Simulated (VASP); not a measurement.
# CaO in VASP: further runs, part 2 of 2

VASP 6.6.1. Earlier steps stand in the parts before.

## Step 5: Single point, r2SCAN (shear xy strain -2.9%)

POSCAR reads:

```
CaO
1.0
   -0.0374066005      2.6067317416      2.6067317416
    2.6067317416     -0.0374066005      2.6067317416
    2.5693251411      2.5693251411      0.0000000000
Ca O
1 1
Direct
   -0.0025397295     -0.0025397295      0.0025397295
    0.2525397295      0.2525397295      0.2474602705
```

INCAR.step1 reads:

```
SYSTEM = CaO
ALGO = Normal
EDIFF = 1E-4
ENCUT = 520
GGA = PE
ISMEAR = 0
LASPH = .True.
LCHARG = .False.
LREAL = .False.
LWAVE = .True.
NBANDS = 15
NELM = 80
PREC = Accurate
SIGMA = 0.01
```

INCAR.step2 reads:

```
SYSTEM = CaO
ALGO = Normal
EDIFF = 1E-7
ENCUT = 520
ISIF = 2
ISMEAR = 0
ISTART = 1
LASPH = .True.
LCHARG = .False.
LMIXTAU = .True.
LREAL = .False.
LWAVE = .False.
METAGGA = R2SCAN
NBANDS = 15
NELM = 80
PREC = Accurate
SIGMA = 0.01
```

KPOINTS reads:

```
k-points
0
Gamma
  8 8 8
  0 0 0
```

Potentials or basis: VASP PAW PBE potentials, release 64 (Ca_sv, O).

Run with:

```bash
> cat potpaw_PBE.64/Ca_sv/POTCAR potpaw_PBE.64/O/POTCAR > POTCAR
> cp INCAR.step1 INCAR
> mpirun -np 1 vasp_std > vasp.out
> cp INCAR.step2 INCAR
> mpirun -np 1 vasp_std > vasp.out
```

OUTCAR:

```text
SYSTEM = CaO
   EDIFF = 1E-7
   ENCUT = 520
   ISIF = 2
   ISMEAR = 0
   ISTART = 1
   LASPH = .True.
   LREAL = .False.
   METAGGA = R2SCAN
   NELM = 80
   PREC = Accurate

 ion  position               nearest neighbor table
   1  0.997  0.997  0.003-   2 2.25   2 2.25   2 2.26   2 2.26
   2  0.253  0.253  0.247-   1 2.25   1 2.25   1 2.26   1 2.26

  LATTYP: Found a body centered orthorhombic cell.
 ALAT       =     3.6335744607
 B/A-ratio  =     1.0291178410
 C/A-ratio  =     1.4348029852

  Lattice vectors:

 A1 = (   0.0374066005,  -2.6067317416,  -2.6067317416)
 A2 = (  -0.0374066005,   2.6067317416,  -2.6067317416)
 A3 = (   2.6067317416,  -0.0374066005,   2.6067317416)

Analysis of symmetry for initial positions (statically):
=====================================================================
 Subroutine PRICEL returns:
 Original cell was already a primitive cell.

 Routine SETGRP: Setting up the symmetry group for a
 body centered orthorhombic supercell.

 Subroutine GETGRP returns: Found  4 space group operations
 (whereof  4 operations were pure point group operations)
 out of a pool of  8 trial point group operations.

[... 177 lines left out ...]
      7      -0.4751      2.00000
      8      -0.4229      2.00000
      9       3.8812      0.00000
     10       8.7878      0.00000
     11       8.8050      0.00000
     12      10.4233      0.00000
     13      10.4353      0.00000
     14      10.4371      0.00000
[... 401 lines left out ...]
      2     -18.8596      2.00000
      3     -18.5200      2.00000
      4     -18.5157      2.00000
      5     -15.1927      2.00000
      6      -0.9070      2.00000
      7      -0.3112      2.00000
      8      -0.2847      2.00000
      9       5.4870      0.00000
     10       7.6978      0.00000
     11       8.9353      0.00000
     12      10.0211      0.00000
     13      10.5267      0.00000
     14      10.7789      0.00000
     15      14.6111      0.00000

 [... further k-points ...]

------------------------ aborting loop because EDIFF is reached ----------------------------------------

  FORCE on cell =-STRESS in cart. coord.  units (eV):
  Direction    XX          YY          ZZ          XY          YZ          ZX
  --------------------------------------------------------------------------------------
  -------------------------------------------------------------------------------------
  Total        0.1988874      0.1988874      0.1853546      0.2440349      0.0000000      0.0000000
  in kB        8.9968061      8.9968061      8.3846389     11.0390810      0.0000000      0.0000000
  external PRESSURE =       8.7927503 kB  Pullay stress =       0.0000000 kB

 VOLUME and BASIS-vectors are now :
 -----------------------------------------------------------------------------
  energy-cutoff  :      520.00
  volume of cell :       35.42
      direct lattice vectors                 reciprocal lattice vectors
    -0.037406600  2.606731742  2.606731742    -0.189097519  0.189097519  0.191811068
     2.606731742 -0.037406600  2.606731742     0.189097519 -0.189097519  0.191811068
     2.569325141  2.569325141  0.000000000     0.194603630  0.194603630 -0.191811068

 POSITION                                       TOTAL-FORCE (eV/Angst)
 -----------------------------------------------------------------------------------
      2.56933      2.56933      5.20022         0.000000      0.000000     -0.009210
      1.28466      1.28466      1.31661        -0.000000     -0.000000      0.009210
 -----------------------------------------------------------------------------------
    total drift:                                0.000000      0.000000      0.000437

  FREE ENERGIE OF THE ION-ELECTRON SYSTEM (eV)
  ---------------------------------------------------
  free  energy   TOTEN  =       -18.9367752522 eV

  energy  without entropy=      -18.9367752522  energy(sigma->0) =      -18.93677525
```

OUTCAR.step1:

```text
SYSTEM = CaO
   EDIFF = 1E-4
   ENCUT = 520
   GGA = PE
   ISMEAR = 0
   LASPH = .True.
   LREAL = .False.
[... 654 lines left out ...]
      2.56933      2.56933      5.20022         0.000000      0.000000     -0.004391
      1.28466      1.28466      1.31661        -0.000000     -0.000000      0.004391
 -----------------------------------------------------------------------------------
    total drift:                                0.000000      0.000000     -0.000007

  FREE ENERGIE OF THE ION-ELECTRON SYSTEM (eV)
  ---------------------------------------------------
  free  energy   TOTEN  =       -12.4352927741 eV

  energy  without entropy=      -12.4352927741  energy(sigma->0) =      -12.43529277
```

OSZICAR.step1:

```text
N       E                     dE             d eps       ncg     rms          rms(c)
DAV:   1     0.127872027681E+03    0.12787E+03   -0.81714E+03  2850   0.105E+03
DAV:   2    -0.882884509893E+01   -0.13670E+03   -0.12704E+03  3536   0.283E+02
DAV:   3    -0.148489317353E+02   -0.60201E+01   -0.59828E+01  3335   0.615E+01
DAV:   4    -0.150668604023E+02   -0.21793E+00   -0.21777E+00  4280   0.101E+01
DAV:   5    -0.150681940988E+02   -0.13337E-02   -0.13337E-02  3329   0.907E-01    0.972E+00
DAV:   6    -0.125495679961E+02    0.25186E+01   -0.85066E+00  3081   0.253E+01    0.419E+00
DAV:   7    -0.124455567318E+02    0.10401E+00   -0.83799E-01  3099   0.845E+00    0.200E+00
DAV:   8    -0.124344744490E+02    0.11082E-01   -0.13679E-01  3662   0.379E+00    0.473E-01
DAV:   9    -0.124333193940E+02    0.11551E-02   -0.98255E-03  3331   0.895E-01    0.168E-01
DAV:  10    -0.124351732462E+02   -0.18539E-02   -0.15833E-03  3011   0.320E-01    0.557E-02
DAV:  11    -0.124353074481E+02   -0.13420E-03   -0.73660E-04  3425   0.184E-01    0.356E-02
DAV:  12    -0.124352927741E+02    0.14674E-04   -0.71826E-05  2809   0.102E-01
   1 F= -.12435293E+02 E0= -.12435293E+02  d E =-.185988E-50
```

It took 4.1 min on 1 thread of Intel Xeon Platinum 8259CL at 2.50GHz (Skylake/Cascade Lake), shared host; peak memory 0.2 GiB.

What came out:

| Property | Result |
| --- | --- |
| Free energy | -18.9368 eV |
| Pressure | 0.9 GPa |
| Largest force | 0.009 eV/Å |
| Band gap on the k mesh | 3.70 eV (least direct gap 4.30 eV) |

Forces on the atoms (eV/Å):
```
Ca   0.000  0.000 -0.009
O    0.000  0.000  0.009
```

Levels at points of the mesh, in eV from the valence-band top:
| k point | band 5 | band 6 | band 7 | band 8 | band 9 | band 10 | band 11 | band 12 |
| --- | --- | --- | --- | --- | --- | --- | --- | --- |
| (0.00, 0.00, 0.00) | -15.78 | -0.70 | -0.66 | -0.60 | 3.70 | 8.61 | 8.62 | 10.24 |
| (0.50, 0.00, 0.00) | -15.05 | -1.05 | -0.38 | -0.36 | 6.54 | 8.34 | 8.63 | 8.80 |
| (0.50, 0.50, 0.00) | -14.84 | -1.45 | -0.06 | 0.00 | 5.30 | 7.18 | 9.71 | 9.99 |
| (0.00, 0.00, 0.50) | -15.07 | -0.99 | -0.42 | -0.41 | 6.56 | 8.37 | 8.57 | 8.85 |
| (0.50, 0.00, 0.50) | -14.84 | -1.45 | -0.04 | -0.04 | 5.31 | 7.18 | 9.70 | 10.00 |

Caveat: the cell differs from its parent crystal (shear xy strain -2.9%); the structure was generated, so it needn't be the stable form of CaO; the PAW data sets were made with another functional, which shifts forces and pressure a little.

## Step 6: Overview

| level | cell | smearing | gap on the mesh (eV) | pressure (GPa) |
| --- | --- | --- | --- | --- |
| r2SCAN | a = 3.594, b = 3.594, c = 3.499 Å, angles 60.9, 60.9, 58.3°, 2 atoms, atomic positions A | gaussian 0.01 eV | 4.05 | 11.7 |
| PBE | a = 3.687, b = 3.687, c = 3.634 Å, angles 60.5, 60.5, 60.9°, 2 atoms, atomic positions B | fermi-dirac 0.02 eV | 3.29 | 1.8 |
| r2SCAN | a = 3.709, b = 3.709, c = 3.686 Å, angles 60.2, 60.2, 59.6°, 2 atoms, atomic positions A | gaussian 0.01 eV | 3.68 | -0.1 |
| r2SCAN | a = 3.687, b = 3.687, c = 3.634 Å, angles 60.5, 60.5, 60.9°, 2 atoms, atomic positions B | gaussian 0.01 eV | 3.70 | 0.9 |

Alike in all rows: task single point; potentials or basis VASP PAW PBE potentials, release 64 (Ca_sv, O); no spin polarisation; k mesh 8 × 8 × 8; cutoff (eV) 520.

Caveats: the structure was generated, so it needn't be the stable form of CaO; the PAW data sets were made with another functional, which shifts forces and pressure a little (at least some runs); the cell stands under pressure (at least some runs).

Absolute energies hang on the potentials; compare differences alone.
